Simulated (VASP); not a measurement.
A run of VASP 6.6.1 is set up as follows.

INCAR

```
PREC     = Accurate       # precision mode
ENCUT    = 520            # plane-wave cutoff, eV
EDIFF    = 1E-7           # SCF threshold, eV
ISMEAR   = -1             # smearing method
SIGMA    = 0.1            # smearing width, eV
LREAL    = False          # projectors in reciprocal space
LASPH    = True           # aspherical terms in the spheres
NELM     = 80             # most SCF steps
ALGO     = Normal         # electronic algorithm
ISIF     = 2              # what is computed and relaxed
LWAVE    = False          # write WAVECAR
LCHARG   = False          # write CHGCAR
NBANDS   = 12             # bands
```

File KPOINTS:

```
Automatic mesh
0
Gamma
  20 20 20
```

File POSCAR:

```
Ti
1.0
   -1.3232100689      1.3232100689      1.3232100689
    1.3232100689     -1.3232100689      1.3232100689
    1.3232100689      1.3232100689     -1.3232100689
Ti
1
Direct
    0.0000000000      0.0000000000      0.0000000000
```

Potentials or basis: VASP PAW LDA potentials, release 64 (Ti_sv).

Command:

```sh
$ cat potpaw_LDA.64/Ti_sv/POTCAR > POTCAR
$ mpirun -np 1 vasp_std > vasp.out
```

(1) Estimate the band gap on the k mesh.

(2) Predict the pressure.

Results:

(1) zero (band 6 reaches 17.41 eV, above the bottom of band 7 at 15.37 eV).

(2) 141.3 GPa.
